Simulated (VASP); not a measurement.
# Mg12Cu (a cell with a defect) in VASP: single point with PBE

Aim: the single point of Mg12Cu (a cell with a defect) with PBE.

Everything below comes from runs of VASP 6.6.1. Logs are shortened: lines on timing, memory, paths and dates and some standing lists are left out, and cuts for length are marked.

## Step 1: The cell of the first run

The cell holds a defect, 13 atoms: a = 6.420 Å, b = 9.630 Å, c = 5.213 Å, α = 90.00°, β = 90.00°, γ = 120.00°.

## Step 2: Single point, PBE

File INCAR:

```
PREC     = Accurate       # precision mode
ENCUT    = 520            # plane-wave cutoff, eV
EDIFF    = 1E-7           # SCF threshold, eV
ISMEAR   = -1             # smearing method
SIGMA    = 0.05           # smearing width, eV
LREAL    = False          # projectors in reciprocal space
LASPH    = True           # aspherical terms in the spheres
NELM     = 60             # most SCF steps
ALGO     = Normal         # electronic algorithm
ISIF     = 2              # what is computed and relaxed
LWAVE    = False          # write WAVECAR
LCHARG   = True           # write CHGCAR
GGA      = PE             # functional
LELF     = True           # ELF
LVHAR    = True         
NBANDS   = 30             # bands
```

File KPOINTS:

```
Automatic mesh
0
Gamma
  4 3 4
```

File POSCAR:

```
Mg12Cu
1.0
    6.4200000000      0.0000000000      0.0000000000
   -4.8150000000      8.3398250000      0.0000000000
    0.0000000000      0.0000000000      5.2130400000
Mg Cu
12 1
Direct
   -0.0006876357     -0.0036616079      0.0307730700
    0.1700248436      0.2246485304      0.5096945043
    0.0023678904      0.3312358383      0.0069746103
    0.1464324858      0.5309501628      0.5136514098
   -0.0268236814      0.6511902880     -0.0320168936
    0.1630320369      0.9044359478      0.5346925983
    0.5198673626      0.0247269388     -0.0114010717
    0.6642430023      0.2245952818      0.4949699693
    0.4971589065      0.3316636076     -0.0081449733
    0.6676833915      0.5599206020      0.4711208348
    0.5036525848      0.6518653225     -0.0326884130
    0.6942312790      0.9052940820      0.5341346546
    0.3334362336      0.7779804060      0.2516894002
```

Potentials or basis: VASP PAW PBE potentials, release 64 (Mg, Cu).

Run with:

```console
$ cat potpaw_PBE.64/Mg/POTCAR potpaw_PBE.64/Cu/POTCAR > POTCAR
$ mpirun -np 1 vasp_std > vasp.out
```

OUTCAR:

```text
PREC = Accurate
   ENCUT = 520
   EDIFF = 1E-7
   ISMEAR = -1
   LREAL = False
   LASPH = True
   NELM = 60
   ISIF = 2
   GGA = PE

 ion  position               nearest neighbor table
   1  0.999  0.996  0.031-   6 3.08  12 3.10   6 3.12  12 3.13   2 3.14   3 3.22   9 3.22   7 3.22
                             7 3.23   5 3.26  11 3.27   2 3.32
   2  0.170  0.225  0.510-   4 3.03   6 3.06  12 3.07   9 3.10   1 3.14   3 3.17   8 3.17   3 3.19
                            10 3.22   8 3.25   9 3.26   1 3.32
   3  0.002  0.331  0.007-   7 3.03   4 3.06   4 3.12  11 3.16   8 3.16   2 3.17   9 3.18   5 3.19
                             2 3.19   1 3.22   9 3.25   8 3.27
   4  0.146  0.531  0.514-  13 2.47   8 3.03   2 3.03   3 3.06   5 3.08  11 3.09   3 3.12  10 3.22
                            10 3.23   5 3.46  11 3.47   6 3.55  12 3.56
   5  0.973  0.651  0.968-  13 2.49  11 3.02   9 3.07   4 3.08   6 3.09  10 3.10  10 3.13   3 3.19
                             1 3.26  11 3.40   4 3.46   7 3.56   6 3.63
   6  0.163  0.904  0.535-  13 2.49  12 3.01   2 3.06   1 3.08   7 3.09   5 3.09   1 3.12   8 3.16
                            10 3.27  12 3.41   7 3.47   4 3.55   5 3.63
   7  0.520  0.025  0.989-  13 2.47   3 3.03   9 3.03   8 3.07  12 3.08   6 3.09   8 3.12   1 3.22
                             1 3.23  12 3.46   6 3.47  11 3.54   5 3.56
   8  0.664  0.225  0.495-   4 3.03   7 3.07   7 3.12   6 3.16   3 3.16   9 3.17   2 3.17  12 3.18
                             9 3.19  10 3.22   2 3.25   3 3.27
   9  0.497  0.332  0.992-   7 3.03  11 3.07   5 3.07   2 3.10  10 3.14   8 3.17   3 3.18   8 3.19
                             1 3.22   3 3.25   2 3.26  10 3.32
  10  0.668  0.560  0.471-  11 3.08   5 3.10  11 3.12   5 3.13   9 3.14   2 3.22   8 3.22   4 3.22
                             4 3.23  12 3.26   6 3.27   9 3.32
  11  0.504  0.652  0.967-  13 2.49   5 3.02   9 3.07  10 3.08   4 3.09  12 3.09  10 3.12   3 3.16
                             1 3.27   5 3.40   4 3.47   7 3.54  12 3.63
  12  0.694  0.905  0.534-  13 2.49   6 3.01   2 3.07   7 3.08  11 3.09   1 3.10   1 3.13   8 3.18
                            10 3.26   6 3.41   7 3.46   4 3.56  11 3.63
  13  0.333  0.778  0.252-   4 2.47   7 2.47   6 2.49  11 2.49  12 2.49   5 2.49

  LATTYP: Found a simple monoclinic cell.
 ALAT       =     6.4200000000
 B/A-ratio  =     0.8120000000
 C/A-ratio  =     1.3228757108
 COS(beta)  =    -0.1889822286

  Lattice vectors:

 A1 = (   6.4200000000,   0.0000000000,   0.0000000000)
 A2 = (   0.0000000000,   0.0000000000,   5.2130400000)
 A3 = (  -1.6050000000,  -8.3398250000,   0.0000000000)

Analysis of symmetry for initial positions (statically):
=====================================================================
 Subroutine PRICEL returns:
 Original cell was already a primitive cell.

 Routine SETGRP: Setting up the symmetry group for a
 simple monoclinic supercell.

 Subroutine GETGRP returns: Found  1 space group operations
 (whereof  1 operations were pure point group operations)
 out of a pool of  4 trial point group operations.

The static configuration has the point symmetry C_1 .

Analysis of symmetry for dynamics (positions and initial velocities):
=====================================================================
 Subroutine PRICEL returns:
 Original cell was already a primitive cell.

 Routine SETGRP: Setting up the symmetry group for a
 simple monoclinic supercell.

 Subroutine GETGRP returns: Found  1 space group operations
 (whereof  1 operations were pure point group operations)
 out of a pool of  4 trial point group operations.

The dynamic configuration has the point symmetry C_1 .

 Subroutine INISYM returns: Found  1 space group operations
 (whereof  1 operations are pure point group operations),
 and found     1 'primitive' translations

----------------------------------------------------------------------------------------

                                     Primitive cell

  volume of cell :     279.1149

  direct lattice vectors                    reciprocal lattice vectors
     6.420000000  0.000000000  0.000000000     0.155763240  0.089929945  0.000000000
    -4.815000000  8.339825000  0.000000000     0.000000000  0.119906593  0.000000000
     0.000000000  0.000000000  5.213040000     0.000000000  0.000000000  0.191826650

  length of vectors
     6.420000000  9.630000313  5.213040000     0.179859895  0.119906593  0.191826650

  position of ions in fractional coordinates (direct lattice)
     0.999312364  0.996338392  0.030773070
     0.170024844  0.224648530  0.509694504
     0.002367890  0.331235838  0.006974610
     0.146432486  0.530950163  0.513651410
     0.973176319  0.651190288  0.967983106
     0.163032037  0.904435948  0.534692598
     0.519867363  0.024726939  0.988598928
     0.664243002  0.224595282  0.494969969
     0.497158906  0.331663608  0.991855027
     0.667683391  0.559920602  0.471120835
     0.503652585  0.651865323  0.967311587
     0.694231279  0.905294082  0.534134655
     0.333436234  0.777980406  0.251689400

  ion indices of the primitive-cell ions
   primitive index   ion index
                 1           1
                 2           2
                 3           3
                 4           4
                 5           5
                 6           6
                 7           7
                 8           8
                 9           9
                10          10
                11          11
                12          12
                13          13

----------------------------------------------------------------------------------------

 KPOINTS: Automatic mesh

Automatic generation of k-mesh.
 Grid dimensions read from file:
 generate k-points for:    4    3    4

 Generating k-lattice:

  Cartesian coordinates                     Fractional coordinates (reciprocal lattice)
     0.038940810  0.022482486  0.000000000     0.250000000  0.000000000  0.000000000
     0.000000000  0.039968864  0.000000000     0.000000000  0.333333333  0.000000000
     0.000000000  0.000000000  0.047956663     0.000000000  0.000000000  0.250000000

  Length of vectors
     0.044964974  0.039968864  0.047956663

  Shift w.r.t. Gamma in fractional coordinates (k-lattice)
     0.000000000  0.000000000  0.000000000

 Subroutine IBZKPT returns following result:
 ===========================================

 Found     26 irreducible k-points:

 Following reciprocal coordinates:
            Coordinates               Weight
  0.000000  0.000000  0.000000      1.000000
  0.250000  0.000000  0.000000      2.000000
  0.500000  0.000000  0.000000      1.000000
  0.000000  0.333333  0.000000      2.000000
  0.250000  0.333333  0.000000      2.000000
  0.500000  0.333333  0.000000      2.000000
[... 16 lines left out ...]
  0.000000  0.333333  0.500000      2.000000
  0.250000  0.333333  0.500000      2.000000
 [... further k-points ...]
   k-points           NKPTS =     26   k-points in BZ     NKDIM =     26   number of bands    NBANDS=     30
   number of dos      NEDOS =    301   number of ions     NIONS =     13
   total plane-waves  NPLWV = 138240
   dimension x,y,z NGX =    48 NGY =   72 NGZ =   40
   dimension x,y,z NGXF=    96 NGYF=  144 NGZF=   80
   ions per type =              12   1
   NGX,Y,Z   is equivalent  to a cutoff of  12.43, 12.43, 12.76 a.u.
   NGXF,Y,Z  is equivalent  to a cutoff of  24.86, 24.86, 25.51 a.u.
 SYSTEM =  unknown system
   PREC   = accura    normal or accurate (medium, high low for compatibility)
   ISTART =      0    job   : 0-new  1-cont  2-samecut
   ICHARG =      2    charge: 1-file 2-atom 10-const
   ISPIN  =      1    spin polarized calculation?
   LNONCOLLINEAR =      F non collinear calculations
   LSORBIT =      F    spin-orbit coupling
   LASPH  =      T    aspherical Exc in radial PAW
   ENCUT  =  520.0 eV  38.22 Ry    6.18 a.u.  11.94 17.91  9.69*2*pi/ulx,y,z
   NELM   =     60;   NELMIN=  2; NELMDL= -5     # of ELM steps
   EDIFF  = 0.1E-06   stopping-criterion for ELM
   LREAL  =      F    real-space projection
   EDIFFG = 0.1E-05   stopping-criterion for IOM
   NSW    =      0    number of steps for IOM
   IBRION =     -1    ionic relax: 0-MD 1-quasi-New 2-CG
   NFREE  =      0    steps in history (QN), initial steepest desc. (CG)
   ISIF   =      2    stress and relaxation
   ISYM   =      2    0-nonsym 1-usesym 2-fastsym
   POTIM  = 0.5000    time-step for ionic-motion
   TEBEG  =    0.0;   TEEND  =   0.0 temperature during run
   PSTRESS=    0.0 pullay stress
   NELECT =      35.0000    total number of electrons
   NUPDOWN=      -1.0000    fix difference up-down
   EMIN   =  10.00;   EMAX   =-10.00  energy-range for DOS
   EFERMI =   0.00;   METHOD = LEGACY
   ISMEAR =    -1;   SIGMA  =   0.05  broadening in eV -4-tet -1-fermi 0-gaus
   EFERMI_NEDOS =   21; number of points for ismear=-14 and -15
   IALGO  =     38    algorithm
   IMIX   =      4    mixing-type and parameters
     AMIX     =   0.40;   BMIX     =  1.00
     AMIX_MAG =   1.60;   BMIX_MAG =  1.00
  volume/ion in A,a.u.               =      21.47       144.89
  Fermi-wavevector in a.u.,A,eV,Ry     =   0.819414  1.548467  9.135478  0.671439
  Thomas-Fermi vector in A             =   1.930214
   LORBIT       =      0    0 simple, 1 ext, 2 COOP (PROOUT), +10 PAW based schemes
   GGA     = PE    functional components
   LHFCALC =     F    Hartree Fock is set to
   AEXX    =    0.0000 exact exchange contribution
   IVDW    =     0    specifies the selected vdW correction
   LEPSILON=     F    determine dielectric tensor
   LRPA    =     F    only Hartree local field effects (RPA)
 non-spin polarized calculation
  energy-cutoff  :      520.00
  volume of cell :      279.11
 maximum number of plane-waves:      7534
   NGX = 23   NGY = 35   NGZ = 19

 number of electron      35.0000011 magnetization

 Free energy of the ion-electron system (eV)
  ---------------------------------------------------
  ext. energy  EPLUGINS =         0.00000000
  ---------------------------------------------------
  free energy    TOTEN  =       -20.97863541 eV

  energy without entropy =      -20.93416355  energy(sigma->0) =      -20.95639948

 E-fermi :   2.9870     XC(G=0):  -8.7482

 val. band max:        2.9826288041   @ k =   0.5000   0.3333   0.2500
 cond. band min:       3.0110911359   @ k =   0.2500   0.0000   0.0000
 fundamental gap:      0.0284623318
 Fermi energy:         2.9869646901

 k-point     1 :       0.0000    0.0000    0.0000
  band No.  band energies     occupation
      1      -4.2019      2.00000
      2      -2.1363      2.00000
      3      -1.9841      2.00000
      4      -0.8737      2.00000
      5      -0.6140      2.00000
      6      -0.5754      2.00000
[... 21 lines left out ...]
     28       5.7671      0.00000
     29       5.8538      0.00000

 k-point     2 :       0.2500    0.0000    0.0000
  band No.  band energies     occupation
      1      -3.9024      2.00000
      2      -2.5610      2.00000
      3      -1.7860      2.00000
      4      -1.4907      2.00000
      5      -1.0128      2.00000
      6      -0.5811      2.00000
[... 696 lines left out ...]
 k-point    24 :       0.2500    0.3333    0.5000
  band No.  band energies     occupation
      1      -2.3885      2.00000
      2      -2.0515      2.00000
      3      -1.9686      2.00000
      4      -1.9168      2.00000
      5      -0.8531      2.00000
      6      -0.8124      2.00000
[... 21 lines left out ...]
     28       7.8620      0.00000
     29       7.9744      0.00000

 [... further k-points ...]

 [bands above 29 left out]

------------------------ aborting loop because EDIFF is reached ----------------------------------------

  FORCE on cell =-STRESS in cart. coord.  units (eV):
  Direction    XX          YY          ZZ          XY          YZ          ZX
  --------------------------------------------------------------------------------------
  -------------------------------------------------------------------------------------
  Total        2.7945351      3.7862945      5.4941247     -0.4439105      0.0189387     -0.2199838
  in kB       16.0412100     21.7341145     31.5374134     -2.5481380      0.1087118     -1.2627529
  external PRESSURE =      23.1042460 kB  Pullay stress =       0.0000000 kB

 VOLUME and BASIS-vectors are now :
 -----------------------------------------------------------------------------
  energy-cutoff  :      520.00
  volume of cell :      279.11
      direct lattice vectors                 reciprocal lattice vectors
     6.420000000  0.000000000  0.000000000     0.155763240  0.089929945  0.000000000
    -4.815000000  8.339825000  0.000000000     0.000000000  0.119906593  0.000000000
     0.000000000  0.000000000  5.213040000     0.000000000  0.000000000  0.191826650

 POSITION                                       TOTAL-FORCE (eV/Angst)
 -----------------------------------------------------------------------------------
      1.61822      8.30929      0.16042        -0.001839      0.008342     -0.002008
      0.00988      1.87353      2.65706         0.000069      0.000350     -0.001033
     -1.57970      2.76245      0.03636         0.000631      0.002013      0.000269
     -1.61643      4.42803      2.67769        -0.000611      0.002772      0.006280
      3.11231      5.43081      5.04613        -0.001264      0.000183     -0.003039
     -3.30819      7.54284      2.78737        -0.001531     -0.000249      0.000687
      3.21849      0.20622      5.15361         0.000954     -0.002647     -0.006904
      3.18301      1.87309      2.58030        -0.001123      0.000266     -0.000484
      1.59480      2.76602      5.17058         0.000352     -0.001250      0.002683
      1.59051      4.66964      2.45597         0.000370     -0.007829      0.003131
      0.09472      5.43644      5.04263         0.002936      0.000046     -0.001013
      0.09797      7.54999      2.78447         0.000444     -0.000876      0.003630
     -1.60532      6.48822      1.31207         0.000613     -0.001122     -0.002198
 -----------------------------------------------------------------------------------
    total drift:                                0.000025     -0.000129      0.000290

  FREE ENERGIE OF THE ION-ELECTRON SYSTEM (eV)
  ---------------------------------------------------
  free  energy   TOTEN  =       -20.9786354075 eV

  energy  without entropy=      -20.9341635456  energy(sigma->0) =      -20.95639948
```

Run time: 7.2 min. Hardware: 1 thread of AMD EPYC 7R43 (Zen 3), shared host; peak memory 0.41 GiB.

Results:

* Free energy: -20.9786 eV
* Pressure: 2.3 GPa
* Largest force: 0.009 eV/Å

Forces in eV/Å, atoms in the order of the input:
```
Mg  -0.002  0.008 -0.002
Mg   0.000  0.000 -0.001
Mg   0.001  0.002  0.000
Mg  -0.001  0.003  0.006
Mg  -0.001  0.000 -0.003
Mg  -0.002  0.000  0.001
Mg   0.001 -0.003 -0.007
Mg  -0.001  0.000  0.000
Mg   0.000 -0.001  0.003
Mg   0.000 -0.008  0.003
Mg   0.003  0.000 -0.001
Mg   0.000 -0.001  0.004
Cu   0.001 -0.001 -0.002
```
